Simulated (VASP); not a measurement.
# Hg (P6_3/mmc) in VASP: single point with PBE

Aim: the single point of Hg with PBE.

Everything below comes from runs of VASP 6.6.1. Logs are shortened: lines on timing, memory, paths and dates and some standing lists are left out, and cuts for length are marked.

## Step 1: The cell of the first run

The structure is hexagonal, space group P6_3/mmc (No. 194). Conventional cell: a = 3.590 Å, b = 3.590 Å, c = 5.590 Å, α = 90.00°, β = 90.00°, γ = 120.00°. Within 4.6 Å of Hg (site symmetry -6m2) lie 12 Hg at 3.48 to 3.59 Å.

## Step 2: Single point, PBE

Contents of INCAR:

```
ALGO     = Normal         # electronic algorithm
EDIFF    = 1E-6           # SCF threshold, eV
ENCUT    = 520            # plane-wave cutoff, eV
GGA      = PE             # functional
ISIF     = 2              # what is computed and relaxed
ISMEAR   = 0              # smearing method
LASPH    = T              # aspherical terms in the spheres
LCHARG   = T              # write CHGCAR
LELF     = T              # ELF
LREAL    = F              # projectors in reciprocal space
LVHAR    = T            
LWAVE    = F              # write WAVECAR
NBANDS   = 19             # bands
NELM     = 80             # most SCF steps
PREC     = Accurate       # precision mode
SIGMA    = 0.05           # smearing width, eV
```

Contents of KPOINTS:

```
k-points
0
Gamma
  16 16 8
```

Contents of POSCAR:

```
Hg
1.0
    3.5898039797      0.0000000000      0.0000000000
   -1.7949019899      3.1088614410      0.0000000000
    0.0000000000      0.0000000000      5.5904576375
Hg
2
Direct
    0.3333333333      0.6666666667      0.7500000000
    0.6666666667      0.3333333333      0.2500000000
```

Potentials or basis: VASP PAW PBE potentials, release 64 (Hg).

Started as:

```
cat potpaw_PBE.64/Hg/POTCAR > POTCAR
mpirun -np 1 vasp_std > vasp.out
```

OUTCAR:

```text
EDIFF = 1E-6
   ENCUT = 520
   GGA = PE
   ISIF = 2
   ISMEAR = 0
   LASPH = T
   LREAL = F
   NELM = 80
   PREC = Accurate

 ion  position               nearest neighbor table
   1  0.333  0.667  0.750-   2 3.48   2 3.48   2 3.48   2 3.48   2 3.48   2 3.48
   2  0.667  0.333  0.250-   1 3.48   1 3.48   1 3.48   1 3.48   1 3.48   1 3.48

  LATTYP: Found a hexagonal cell.
 ALAT       =     3.5898039797
 C/A-ratio  =     1.5573155719

  Lattice vectors:

 A1 = (   3.5898039797,   0.0000000000,   0.0000000000)
 A2 = (  -1.7949019899,   3.1088614410,   0.0000000000)
 A3 = (   0.0000000000,   0.0000000000,   5.5904576375)

Analysis of symmetry for initial positions (statically):
=====================================================================
 Subroutine PRICEL returns:
 Original cell was already a primitive cell.

 Routine SETGRP: Setting up the symmetry group for a
 hexagonal supercell.

 Subroutine GETGRP returns: Found 24 space group operations
 (whereof 12 operations were pure point group operations)
 out of a pool of 24 trial point group operations.

The static configuration has the point symmetry D_3d.
 The point group associated with its full space group is D_6h.

Analysis of symmetry for dynamics (positions and initial velocities):
=====================================================================
 Subroutine PRICEL returns:
 Original cell was already a primitive cell.

 Routine SETGRP: Setting up the symmetry group for a
 hexagonal supercell.

 Subroutine GETGRP returns: Found 24 space group operations
 (whereof 12 operations were pure point group operations)
 out of a pool of 24 trial point group operations.

The dynamic configuration has the point symmetry D_3d.
 The point group associated with its full space group is D_6h.

 Subroutine INISYM returns: Found 24 space group operations
 (whereof 12 operations are pure point group operations),
 and found     1 'primitive' translations

----------------------------------------------------------------------------------------

                                     Primitive cell

  volume of cell :      62.3906

  direct lattice vectors                    reciprocal lattice vectors
     3.589803980  0.000000000  0.000000000     0.278566742  0.160830584  0.000000000
    -1.794901990  3.108861441  0.000000000     0.000000000  0.321661167  0.000000000
     0.000000000  0.000000000  5.590457638     0.000000000  0.000000000  0.178876232

  length of vectors
     3.589803980  3.589803980  5.590457638     0.321661167  0.321661167  0.178876232

  position of ions in fractional coordinates (direct lattice)
     0.333333333  0.666666667  0.750000000
     0.666666667  0.333333333  0.250000000

  ion indices of the primitive-cell ions
   primitive index   ion index
                 1           1
                 2           2

----------------------------------------------------------------------------------------

 KPOINTS: k-points

Automatic generation of k-mesh.
 Grid dimensions read from file:
 generate k-points for:   16   16    8

 Generating k-lattice:

  Cartesian coordinates                     Fractional coordinates (reciprocal lattice)
     0.017410421  0.010051911  0.000000000     0.062500000  0.000000000  0.000000000
     0.000000000  0.020103823  0.000000000     0.000000000  0.062500000  0.000000000
     0.000000000  0.000000000  0.022359529     0.000000000  0.000000000  0.125000000

  Length of vectors
     0.020103823  0.020103823  0.022359529

  Shift w.r.t. Gamma in fractional coordinates (k-lattice)
     0.000000000  0.000000000  0.000000000

 Subroutine IBZKPT returns following result:
 ===========================================

 Found    150 irreducible k-points:

 Following reciprocal coordinates:
            Coordinates               Weight
  0.000000  0.000000  0.000000      1.000000
  0.062500  0.000000  0.000000      6.000000
  0.125000  0.000000  0.000000      6.000000
  0.187500  0.000000  0.000000      6.000000
  0.250000  0.000000  0.000000      6.000000
  0.312500  0.000000  0.000000      6.000000
[... 16 lines left out ...]
  0.187500  0.187500  0.000000      6.000000
  0.250000  0.187500  0.000000     12.000000
 [... further k-points ...]
   k-points           NKPTS =    150   k-points in BZ     NKDIM =    150   number of bands    NBANDS=     19
   number of dos      NEDOS =    301   number of ions     NIONS =      2
   total plane-waves  NPLWV =  32928
   dimension x,y,z NGX =    28 NGY =   28 NGZ =   42
   dimension x,y,z NGXF=    56 NGYF=   56 NGZF=   84
   ions per type =               2
   NGX,Y,Z   is equivalent  to a cutoff of  12.97, 12.97, 12.49 a.u.
   NGXF,Y,Z  is equivalent  to a cutoff of  25.93, 25.93, 24.98 a.u.
 SYSTEM =  unknown system
   PREC   = accura    normal or accurate (medium, high low for compatibility)
   ISTART =      0    job   : 0-new  1-cont  2-samecut
   ICHARG =      2    charge: 1-file 2-atom 10-const
   ISPIN  =      1    spin polarized calculation?
   LNONCOLLINEAR =      F non collinear calculations
   LSORBIT =      F    spin-orbit coupling
   LASPH  =      T    aspherical Exc in radial PAW
   ENCUT  =  520.0 eV  38.22 Ry    6.18 a.u.   6.67  6.67 10.39*2*pi/ulx,y,z
   NELM   =     80;   NELMIN=  2; NELMDL= -5     # of ELM steps
   EDIFF  = 0.1E-05   stopping-criterion for ELM
   LREAL  =      F    real-space projection
[... 7 lines left out ...]
   TEBEG  =    0.0;   TEEND  =   0.0 temperature during run
   PSTRESS=    0.0 pullay stress
   NELECT =      24.0000    total number of electrons
   NUPDOWN=      -1.0000    fix difference up-down
   EMIN   =  10.00;   EMAX   =-10.00  energy-range for DOS
   EFERMI =   0.00;   METHOD = LEGACY
   ISMEAR =     0;   SIGMA  =   0.05  broadening in eV -4-tet -1-fermi 0-gaus
   EFERMI_NEDOS =   21; number of points for ismear=-14 and -15
   IALGO  =     38    algorithm
   IMIX   =      4    mixing-type and parameters
     AMIX     =   0.40;   BMIX     =  1.00
     AMIX_MAG =   1.60;   BMIX_MAG =  1.00
  volume/ion in A,a.u.               =      31.20       210.52
  Fermi-wavevector in a.u.,A,eV,Ry     =   1.190617  2.249940 19.287196  1.417569
  Thomas-Fermi vector in A             =   2.326698
   LORBIT       =      0    0 simple, 1 ext, 2 COOP (PROOUT), +10 PAW based schemes
   GGA     = PE    functional components
   LHFCALC =     F    Hartree Fock is set to
   AEXX    =    0.0000 exact exchange contribution
   IVDW    =     0    specifies the selected vdW correction
   LEPSILON=     F    determine dielectric tensor
   LRPA    =     F    only Hartree local field effects (RPA)
 non-spin polarized calculation
 Gauss-broadening in eV      SIGMA  =   0.05
  energy-cutoff  :      520.00
  volume of cell :       62.39
 maximum number of plane-waves:      1709
 NGX is ok and might be reduce to    28
   NGX = 13   NGY = 13   NGZ = 21

 number of electron      24.0000006 magnetization

 Free energy of the ion-electron system (eV)
  ---------------------------------------------------
  ext. energy  EPLUGINS =         0.00000000
  ---------------------------------------------------
  free energy    TOTEN  =        -0.37759116 eV

  energy without entropy =       -0.37759114  energy(sigma->0) =       -0.37759115

 E-fermi :   0.3915     XC(G=0):  -9.3571

 val. band max:        0.2382804966   @ k =   0.2500   0.1875   0.0000
 cond. band min:       0.5241437228   @ k =   0.0000   0.0000   0.0000
 fundamental gap:      0.2858632262
 Fermi energy:         0.3915060855

 k-point     1 :       0.0000    0.0000    0.0000
  band No.  band energies     occupation
      1      -6.1932      2.00000
      2      -5.8625      2.00000
      3      -5.3665      2.00000
      4      -5.3665      2.00000
      5      -5.3427      2.00000
      6      -5.2839      2.00000
[... 11 lines left out ...]
     18      12.8188      0.00000
     19      13.4830      0.00000

 k-point     2 :       0.0625    0.0000    0.0000
  band No.  band energies     occupation
      1      -6.1290      2.00000
      2      -5.8388      2.00000
      3      -5.3997      2.00000
      4      -5.3465      2.00000
      5      -5.3046      2.00000
      6      -5.2860      2.00000
[... 11 lines left out ...]
     18      13.5199      0.00000
     19      13.9142      0.00000

 k-point     3 :       0.1250    0.0000    0.0000
  band No.  band energies     occupation
      1      -5.9518      2.00000
      2      -5.7797      2.00000
      3      -5.4299      2.00000
      4      -5.3006      2.00000
      5      -5.2954      2.00000
      6      -5.2891      2.00000
[... 11 lines left out ...]
     18      13.1956      0.00000
     19      13.5107      0.00000

 k-point     4 :       0.1875    0.0000    0.0000
  band No.  band energies     occupation
      1      -5.7457      2.00000
      2      -5.7280      2.00000
      3      -5.4055      2.00000
      4      -5.3676      2.00000
      5      -5.3287      2.00000
      6      -5.2745      2.00000
[... 11 lines left out ...]
     18      12.3474      0.00000
     19      12.9998      0.00000

 k-point     5 :       0.2500    0.0000    0.0000
  band No.  band energies     occupation
      1      -5.7355      2.00000
      2      -5.6556      2.00000
      3      -5.4573      2.00000
      4      -5.3727      2.00000
      5      -5.3231      2.00000
      6      -5.1933      2.00000
[... 11 lines left out ...]
     18      11.7615      0.00000
     19      12.5152      0.00000

 k-point     6 :       0.3125    0.0000    0.0000
  band No.  band energies     occupation
      1      -5.7795      2.00000
      2      -5.6522      2.00000
      3      -5.5534      2.00000
      4      -5.4138      2.00000
      5      -5.2511      2.00000
      6      -5.1052      2.00000
[... 11 lines left out ...]
     18      11.4042      0.00000
     19      11.9869      0.00000

 k-point     7 :       0.3750    0.0000    0.0000
  band No.  band energies     occupation
      1      -5.8260      2.00000
      2      -5.6733      2.00000
      3      -5.6360      2.00000
      4      -5.4469      2.00000
      5      -5.1968      2.00000
      6      -5.1433      2.00000
[... 11 lines left out ...]
     18      11.1871      0.00000
     19      11.5501      0.00000

 k-point     8 :       0.4375   -0.0000    0.0000
  band No.  band energies     occupation
      1      -5.8587      2.00000
      2      -5.6930      2.00000
      3      -5.6908      2.00000
      4      -5.4682      2.00000
      5      -5.1656      2.00000
      6      -5.1630      2.00000
[... 256 lines left out ...]
 k-point    20 :       0.3125    0.1250    0.0000
  band No.  band energies     occupation
      1      -5.7447      2.00000
      2      -5.6606      2.00000
      3      -5.6063      2.00000
      4      -5.4355      2.00000
      5      -5.1981      2.00000
      6      -5.1609      2.00000
[... 11 lines left out ...]
     18       9.8883      0.00000
     19      11.6190      0.00000

 k-point    21 :       0.3750    0.1250    0.0000
  band No.  band energies     occupation
      1      -5.7753      2.00000
      2      -5.7114      2.00000
      3      -5.6200      2.00000
      4      -5.4467      2.00000
      5      -5.1881      2.00000
      6      -5.1549      2.00000
[... 11 lines left out ...]
     18       9.6389      0.00000
     19      11.4201      0.00000

 k-point    22 :       0.4375    0.1250    0.0000
  band No.  band energies     occupation
      1      -5.7862      2.00000
      2      -5.7290      2.00000
      3      -5.6258      2.00000
      4      -5.4503      2.00000
      5      -5.1976      2.00000
      6      -5.1403      2.00000
[... 11 lines left out ...]
     18       9.5538      0.00000
     19      11.3542      0.00000

 k-point    23 :       0.1875    0.1875    0.0000
  band No.  band energies     occupation
      1      -5.6227      2.00000
      2      -5.6060      2.00000
      3      -5.5755      2.00000
      4      -5.4106      2.00000
      5      -5.2570      2.00000
      6      -5.2304      2.00000
[... 11 lines left out ...]
     18      10.0241      0.00000
     19      11.5994      0.00000

 k-point    24 :       0.2500    0.1875    0.0000
  band No.  band energies     occupation
      1      -5.6535      2.00000
      2      -5.6469      2.00000
      3      -5.5761      2.00000
      4      -5.4220      2.00000
      5      -5.2197      2.00000
      6      -5.1670      2.00000
[... 11 lines left out ...]
     18       9.0348      0.00000
     19      11.0384      0.00000

 [... further k-points ...]

------------------------ aborting loop because EDIFF is reached ----------------------------------------

  FORCE on cell =-STRESS in cart. coord.  units (eV):
  Direction    XX          YY          ZZ          XY          YZ          ZX
  --------------------------------------------------------------------------------------
  -------------------------------------------------------------------------------------
  Total        0.0218826      0.0218826      0.0215003     -0.0000000      0.0000000      0.0000000
  in kB        0.5619408      0.5619408      0.5521218     -0.0000000      0.0000000      0.0000000
  external PRESSURE =       0.5586678 kB  Pullay stress =       0.0000000 kB

 VOLUME and BASIS-vectors are now :
 -----------------------------------------------------------------------------
  energy-cutoff  :      520.00
  volume of cell :       62.39
      direct lattice vectors                 reciprocal lattice vectors
     3.589803980  0.000000000  0.000000000     0.278566742  0.160830584  0.000000000
    -1.794901990  3.108861441  0.000000000     0.000000000  0.321661167  0.000000000
     0.000000000  0.000000000  5.590457638     0.000000000  0.000000000  0.178876232

 POSITION                                       TOTAL-FORCE (eV/Angst)
 -----------------------------------------------------------------------------------
     -0.00000      2.07257      4.19284        -0.000000     -0.000000      0.000000
      1.79490      1.03629      1.39761         0.000000      0.000000      0.000000
 -----------------------------------------------------------------------------------
    total drift:                                0.000000     -0.000000      0.000000

  FREE ENERGIE OF THE ION-ELECTRON SYSTEM (eV)
  ---------------------------------------------------
  free  energy   TOTEN  =        -0.3775911613 eV

  energy  without entropy=       -0.3775911354  energy(sigma->0) =       -0.37759115
```

Wall time 4.5 min (1 thread of Oxide Virtual Turin-like, shared host); peak memory 0.24 GiB.

Results:

- Free energy: -0.3776 eV
- Pressure: 0.1 GPa

Caveat: spin-orbit coupling is left out, which moves the levels of the heavy elements.
